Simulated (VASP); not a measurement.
# PtS2 (P-3m1) in VASP: notebook

Runs on PtS2. Level: PBE. Tasks: single point.

All numbers are computed with VASP 6.6.1; they aren't measurements. Logs are shortened: lines on timing, memory, paths and dates and some standing lists are left out, and cuts for length are marked.

### 1 The cell of the first run

Symmetry: P-3m1, No. 164, trigonal system. Conventional cell: a = 3.451 Å, b = 3.451 Å, c = 6.172 Å, α = 90.00°, β = 90.00°, γ = 120.00°. Pt (site symmetry -3m) has 6 S at 2.38 Å within 3.1 Å. S (site symmetry 3m) has 3 Pt at 2.38 Å within 3.1 Å.

### 2 Single point, PBE

Contents of INCAR:

```
PREC = Accurate
ENCUT = 520
EDIFF = 1E-6
ISMEAR = 0
SIGMA = 0.05
LREAL = False
LASPH = True
NELM = 60
ALGO = Normal
ISIF = 2
LWAVE = False
LCHARG = True
GGA = PE
LELF = True
LVHAR = True
NBANDS = 18
```

Contents of KPOINTS:

```
regular mesh
0
Gamma
  9 9 4
```

Contents of POSCAR:

```
PtS2
1.0
    3.4514000000      0.0000000000      0.0000000000
   -1.7257000000      2.9890000786      0.0000000000
    0.0000000000      0.0000000000      6.1718000000
Pt S
1 2
Direct
    0.0000000000      0.0000000000      0.0000000000
    0.3333333333      0.6666666667      0.2103849897
    0.6666666667      0.3333333333      0.7896150103
```

Potentials or basis: VASP PAW PBE potentials, release 64 (Pt, S).

Launch:

```bash
> cat potpaw_PBE.64/Pt/POTCAR potpaw_PBE.64/S/POTCAR > POTCAR
> mpirun -np 1 vasp_std > vasp.out
```

OUTCAR:

```text
PREC = Accurate
   ENCUT = 520
   EDIFF = 1E-6
   ISMEAR = 0
   LREAL = False
   LASPH = True
   NELM = 60
   ISIF = 2
   GGA = PE

 ion  position               nearest neighbor table
   1  0.000  0.000  0.000-   2 2.38   3 2.38   2 2.38   3 2.38   3 2.38   2 2.38
   2  0.333  0.667  0.210-   1 2.38   1 2.38   1 2.38
   3  0.667  0.333  0.790-   1 2.38   1 2.38   1 2.38

  LATTYP: Found a hexagonal cell.
 ALAT       =     3.4514000000
 C/A-ratio  =     1.7882018891

  Lattice vectors:

 A1 = (   3.4514000000,   0.0000000000,   0.0000000000)
 A2 = (  -1.7257000000,   2.9890000786,   0.0000000000)
 A3 = (   0.0000000000,   0.0000000000,   6.1718000000)

Analysis of symmetry for initial positions (statically):
=====================================================================
 Subroutine PRICEL returns:
 Original cell was already a primitive cell.

 Routine SETGRP: Setting up the symmetry group for a
 hexagonal supercell.

 Subroutine GETGRP returns: Found 12 space group operations
 (whereof 12 operations were pure point group operations)
 out of a pool of 24 trial point group operations.

The static configuration has the point symmetry D_3d.

Analysis of symmetry for dynamics (positions and initial velocities):
=====================================================================
 Subroutine PRICEL returns:
 Original cell was already a primitive cell.

 Routine SETGRP: Setting up the symmetry group for a
 hexagonal supercell.

 Subroutine GETGRP returns: Found 12 space group operations
 (whereof 12 operations were pure point group operations)
 out of a pool of 24 trial point group operations.

The dynamic configuration has the point symmetry D_3d.

 Subroutine INISYM returns: Found 12 space group operations
 (whereof 12 operations are pure point group operations),
 and found     1 'primitive' translations

----------------------------------------------------------------------------------------

                                     Primitive cell

  volume of cell :      63.6697

  direct lattice vectors                    reciprocal lattice vectors
     3.451400000  0.000000000  0.000000000     0.289737498  0.167280022  0.000000000
    -1.725700000  2.989000079  0.000000000     0.000000000  0.334560045  0.000000000
     0.000000000  0.000000000  6.171800000     0.000000000  0.000000000  0.162027285

  length of vectors
     3.451400000  3.451400000  6.171800000     0.334560045  0.334560045  0.162027285

  position of ions in fractional coordinates (direct lattice)
     0.000000000  0.000000000  0.000000000
     0.333333333  0.666666667  0.210384990
     0.666666667  0.333333333  0.789615010

  ion indices of the primitive-cell ions
   primitive index   ion index
                 1           1
                 2           2
                 3           3

----------------------------------------------------------------------------------------

 KPOINTS: regular mesh

Automatic generation of k-mesh.
 Grid dimensions read from file:
 generate k-points for:    9    9    4

 Generating k-lattice:

  Cartesian coordinates                     Fractional coordinates (reciprocal lattice)
     0.032193055  0.018586669  0.000000000     0.111111111  0.000000000  0.000000000
     0.000000000  0.037173338  0.000000000     0.000000000  0.111111111  0.000000000
     0.000000000  0.000000000  0.040506821     0.000000000  0.000000000  0.250000000

  Length of vectors
     0.037173338  0.037173338  0.040506821

  Shift w.r.t. Gamma in fractional coordinates (k-lattice)
     0.000000000  0.000000000  0.000000000

 Subroutine IBZKPT returns following result:
 ===========================================

 Found     43 irreducible k-points:

 Following reciprocal coordinates:
            Coordinates               Weight
  0.000000  0.000000  0.000000      1.000000
  0.111111 -0.000000  0.000000      6.000000
  0.222222 -0.000000  0.000000      6.000000
  0.333333  0.000000  0.000000      6.000000
  0.444444 -0.000000  0.000000      6.000000
  0.111111  0.111111  0.000000      6.000000
[... 16 lines left out ...]
  0.222222  0.111111  0.250000     12.000000
 -0.111111  0.333333  0.250000     12.000000
 [... further k-points ...]
   k-points           NKPTS =     43   k-points in BZ     NKDIM =     43   number of bands    NBANDS=     18
   number of dos      NEDOS =    301   number of ions     NIONS =      3
   total plane-waves  NPLWV =  37632
   dimension x,y,z NGX =    28 NGY =   28 NGZ =   48
   dimension x,y,z NGXF=    56 NGYF=   56 NGZF=   96
   ions per type =               1   2
   NGX,Y,Z   is equivalent  to a cutoff of  13.49, 13.49, 12.93 a.u.
   NGXF,Y,Z  is equivalent  to a cutoff of  26.97, 26.97, 25.86 a.u.
 SYSTEM =  unknown system
   PREC   = accura    normal or accurate (medium, high low for compatibility)
   ISTART =      0    job   : 0-new  1-cont  2-samecut
   ICHARG =      2    charge: 1-file 2-atom 10-const
   ISPIN  =      1    spin polarized calculation?
   LNONCOLLINEAR =      F non collinear calculations
   LSORBIT =      F    spin-orbit coupling
   LASPH  =      T    aspherical Exc in radial PAW
   ENCUT  =  520.0 eV  38.22 Ry    6.18 a.u.   6.42  6.42 11.48*2*pi/ulx,y,z
   NELM   =     60;   NELMIN=  2; NELMDL= -5     # of ELM steps
   EDIFF  = 0.1E-05   stopping-criterion for ELM
   LREAL  =      F    real-space projection
   EDIFFG = 0.1E-04   stopping-criterion for IOM
   NSW    =      0    number of steps for IOM
   IBRION =     -1    ionic relax: 0-MD 1-quasi-New 2-CG
   NFREE  =      0    steps in history (QN), initial steepest desc. (CG)
   ISIF   =      2    stress and relaxation
   ISYM   =      2    0-nonsym 1-usesym 2-fastsym
   POTIM  = 0.5000    time-step for ionic-motion
   TEBEG  =    0.0;   TEEND  =   0.0 temperature during run
   PSTRESS=    0.0 pullay stress
   NELECT =      22.0000    total number of electrons
   NUPDOWN=      -1.0000    fix difference up-down
   EMIN   =  10.00;   EMAX   =-10.00  energy-range for DOS
   EFERMI =   0.00;   METHOD = LEGACY
   ISMEAR =     0;   SIGMA  =   0.05  broadening in eV -4-tet -1-fermi 0-gaus
   EFERMI_NEDOS =   21; number of points for ismear=-14 and -15
   IALGO  =     38    algorithm
   IMIX   =      4    mixing-type and parameters
     AMIX     =   0.40;   BMIX     =  1.00
     AMIX_MAG =   1.60;   BMIX_MAG =  1.00
  volume/ion in A,a.u.               =      21.22       143.22
  Fermi-wavevector in a.u.,A,eV,Ry     =   1.148783  2.170885 17.955644  1.319703
  Thomas-Fermi vector in A             =   2.285456
   LORBIT       =      0    0 simple, 1 ext, 2 COOP (PROOUT), +10 PAW based schemes
   GGA     = PE    functional components
   LHFCALC =     F    Hartree Fock is set to
   AEXX    =    0.0000 exact exchange contribution
   IVDW    =     0    specifies the selected vdW correction
   LEPSILON=     F    determine dielectric tensor
   LRPA    =     F    only Hartree local field effects (RPA)
 non-spin polarized calculation
 Gauss-broadening in eV      SIGMA  =   0.05
  energy-cutoff  :      520.00
  volume of cell :       63.67
 maximum number of plane-waves:      1738
 NGX is ok and might be reduce to    28
   NGX = 13   NGY = 13   NGZ = 23

 number of electron      21.9999998 magnetization

 Free energy of the ion-electron system (eV)
  ---------------------------------------------------
  ext. energy  EPLUGINS =         0.00000000
  ---------------------------------------------------
  free energy    TOTEN  =       -15.36755864 eV

  energy without entropy =      -15.36755864  energy(sigma->0) =      -15.36755864

 E-fermi :   4.6421     XC(G=0):  -9.6153

 val. band max:        4.4183164450   @ k =   0.1111   0.1111   0.5000
 cond. band min:       5.8724024986   @ k =   0.2222   0.2222   0.0000
 fundamental gap:      1.4540860536
 Fermi energy:         4.6420926201

 k-point     1 :       0.0000    0.0000    0.0000
  band No.  band energies     occupation
      1     -10.0088      2.00000
      2      -7.8210      2.00000
      3      -1.5940      2.00000
      4      -1.2915      2.00000
      5      -1.2915      2.00000
      6       1.2584      2.00000
[... 10 lines left out ...]
     17      13.4507      0.00000
     18      14.6855      0.00000

 k-point     2 :       0.1111   -0.0000    0.0000
  band No.  band energies     occupation
      1      -9.8431      2.00000
      2      -7.8414      2.00000
      3      -1.4324      2.00000
      4      -1.2933      2.00000
      5      -1.1988      2.00000
      6       1.0050      2.00000
[... 10 lines left out ...]
     17      13.9696      0.00000
     18      14.6219      0.00000

 k-point     3 :       0.2222   -0.0000    0.0000
  band No.  band energies     occupation
      1      -9.3837      2.00000
      2      -7.8935      2.00000
      3      -1.3107      2.00000
      4      -0.9949      2.00000
      5      -0.9042      2.00000
      6       0.1630      2.00000
[... 10 lines left out ...]
     17      14.1333      0.00000
     18      14.9164      0.00000

 k-point     4 :       0.3333    0.0000    0.0000
  band No.  band energies     occupation
      1      -8.7734      2.00000
      2      -7.9373      2.00000
      3      -1.5224      2.00000
      4      -0.8675      2.00000
      5      -0.6266      2.00000
      6      -0.1316      2.00000
[... 375 lines left out ...]
      4      -1.0775      2.00000
      5      -0.9079      2.00000
      6       0.7098      2.00000
[... 10 lines left out ...]
     17      13.9098      0.00000
     18      14.8146      0.00000

 k-point    23 :       0.2222    0.1111    0.2500
  band No.  band energies     occupation
      1      -8.9524      2.00000
      2      -7.9755      2.00000
      3      -1.2522      2.00000
      4      -1.0283      2.00000
      5      -0.5482      2.00000
      6       0.0057      2.00000
[... 10 lines left out ...]
     17      13.9487      0.00000
     18      14.5790      0.00000

 k-point    24 :      -0.1111    0.3333    0.2500
  band No.  band energies     occupation
      1      -8.9608      2.00000
      2      -7.9610      2.00000
      3      -1.3235      2.00000
      4      -1.0425      2.00000
      5      -0.4552      2.00000
      6      -0.0691      2.00000
[... 10 lines left out ...]
     17      13.9620      0.00000
     18      15.0225      0.00000

 [... further k-points ...]
[... 5 lines left out ...]
  --------------------------------------------------------------------------------------
  -------------------------------------------------------------------------------------
  Total        2.6257272      2.6257272      0.0224019      0.0000000      0.0000000      0.0000000
  in kB       66.0734709     66.0734709      0.5637182      0.0000000      0.0000000      0.0000000
  external PRESSURE =      44.2368866 kB  Pullay stress =       0.0000000 kB

 VOLUME and BASIS-vectors are now :
 -----------------------------------------------------------------------------
  energy-cutoff  :      520.00
  volume of cell :       63.67
      direct lattice vectors                 reciprocal lattice vectors
     3.451400000  0.000000000  0.000000000     0.289737498  0.167280022  0.000000000
    -1.725700000  2.989000079  0.000000000     0.000000000  0.334560045  0.000000000
     0.000000000  0.000000000  6.171800000     0.000000000  0.000000000  0.162027285

 POSITION                                       TOTAL-FORCE (eV/Angst)
 -----------------------------------------------------------------------------------
      0.00000      0.00000      0.00000         0.000000      0.000000      0.000000
     -0.00000      1.99267      1.29845         0.000000      0.000000     -0.045347
      1.72570      0.99633      4.87335        -0.000000      0.000000      0.045347
 -----------------------------------------------------------------------------------
    total drift:                                0.000000     -0.000000      0.000000

  FREE ENERGIE OF THE ION-ELECTRON SYSTEM (eV)
  ---------------------------------------------------
  free  energy   TOTEN  =       -15.3675586399 eV

  energy  without entropy=      -15.3675586399  energy(sigma->0) =      -15.36755864
```

Run time: 26 s. Hardware: 1 thread of Intel Xeon Platinum 8559C (Emerald Rapids), shared host; peak memory 0.21 GiB.

What came out:

```
Free energy            : -15.3676 eV
Pressure               : 4.4 GPa
Largest force          : 0.045 eV/Å
Band gap on the k mesh : 1.45 eV (least direct gap 1.55 eV)
```

Forces in eV/Å, atoms in the order of the input:
```
Pt   0.000  0.000  0.000
S    0.000  0.000 -0.045
S    0.000  0.000  0.045
```

Levels at points of the mesh, in eV from the valence-band top:
```
           k point  band 7  band 8  band 9  band 10  band 11  band 12  band 13  band 14  band 15  band 16
(0.00, 0.00, 0.00)   -3.16   -1.50   -0.51    -0.29    -0.29     3.02     3.02     5.66     6.01     9.03
(0.00, 0.00, 0.50)   -3.16   -1.70   -1.00    -0.33    -0.33     3.10     3.10     6.02     7.41     8.42
```

Caveat: the cell stands under pressure; spin-orbit coupling is left out, which moves the levels of the heavy elements; an odd mesh through Γ misses points on the zone boundary, where band edges can lie; this functional lacks dispersion, which binds the layers, so the pressure and a relaxed spacing across them are unreliable.

### 3 Single point, PBE

This run uses another cell than the first one, of 21.27 Å³/atom.

Contents of INCAR:

```
SYSTEM = PtS2
  ALGO = Normal
  EDIFF = 1E-7
  ENCUT = 520
  GGA = PE
  ISIF = 2
  ISMEAR = 0
  LASPH = .TRUE.
  LCHARG = .TRUE.
  LELF = .TRUE.
  LREAL = .FALSE.
  LVHAR = .TRUE.
  LWAVE = .FALSE.
  NBANDS = 18
  NELM = 60
  PREC = Accurate
  SIGMA = 0.05
```

Contents of KPOINTS:

```
k-points
0
G
  9 9 4
  0 0 0
```

Contents of POSCAR:

```
PtS2
1.0
    3.3262000000      0.0000000000      0.0000000000
   -1.6631000000      2.8805736981      0.0000000000
    0.0000000000      0.0000000000      6.6591000000
Pt S
1 2
Direct
    0.0000000000      0.0000000000      0.0000000000
    0.3333333333      0.6666666667      0.2069534271
    0.6666666667      0.3333333333      0.7930465729
```

Potentials or basis: VASP PAW PBE potentials, release 64 (Pt, S).

Launch:

```bash
> cat potpaw_PBE.64/Pt/POTCAR potpaw_PBE.64/S/POTCAR > POTCAR
> mpirun -np 1 vasp_std > vasp.out
```

It took 47 s on 1 thread of Intel Xeon Platinum 8559C (Emerald Rapids), shared host; peak memory 0.22 GiB.

The run converged. Its results:

* Free energy: -15.0768 eV
* Pressure: 8.7 GPa
* Largest force: 0.050 eV/Å
* Band gap on the k mesh: 1.28 eV (least direct gap 1.55 eV)

Forces on the atoms (eV/Å):
```
Pt   0.000  0.000  0.000
S    0.000  0.000 -0.050
S    0.000  0.000  0.050
```

Stress tensor (GPa, compression positive):
```
13.12  0.00  0.00
 0.00 13.12  0.00
 0.00  0.00 -0.17
```

Levels at points of the mesh, in eV from the valence-band top:
```
           k point  band 8  band 9  band 10  band 11  band 12  band 13  band 14  band 15
(0.00, 0.00, 0.00)   -1.86   -1.13    -0.08    -0.08     3.05     3.05     5.54     6.32
(0.00, 0.00, 0.50)   -2.00   -1.45    -0.09    -0.09     3.09     3.09     6.16     7.51
```

Caveat: the cell stands under pressure; spin-orbit coupling is left out, which moves the levels of the heavy elements; an odd mesh through Γ misses points on the zone boundary, where band edges can lie; this functional lacks dispersion, which binds the layers, so the pressure and a relaxed spacing across them are unreliable.
